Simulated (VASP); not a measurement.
Ti, 2 atoms in the cell. It takes space group P6_3/mmc (No. 194, hexagonal). The conventional cell has a = 2.939 Å, b = 2.939 Å, c = 4.656 Å, α = 90.00°, β = 90.00°, γ = 120.00°. Within 3.8 Å of Ti (site symmetry -6m2) lie 12 Ti at 2.88 to 2.94 Å. 

- Program: VASP 6.6.1
- Task: single point
- Functional: PBE
- Potentials or basis: VASP PAW PBE potentials, release 64 (Ti_sv)
- Cutoff: 520 eV
- k mesh: 20 × 20 × 11
- Occupations: fermi-dirac, width 0.1 eV
- Spin: no spin polarisation
- Dipole correction: no
- Further INCAR settings: ALGO = Normal; EDIFF = 1e-06; NBANDS = 19

Potentials or basis: VASP PAW PBE potentials, release 64 (Ti_sv).

Launch:

```bash
$ cat potpaw_PBE.64/Ti_sv/POTCAR > POTCAR
$ mpirun -np 1 vasp_std > vasp.out
```

Hardware: 1 thread of AMD EPYC 7R13, on a shared host.

Question: Estimate the wall time of this run.

Answer: Wall time 6.3 min on 1 thread of AMD EPYC 7R13, on a shared host, peak memory 0.23 GiB. Counts: scf iterations 13, k points 264.
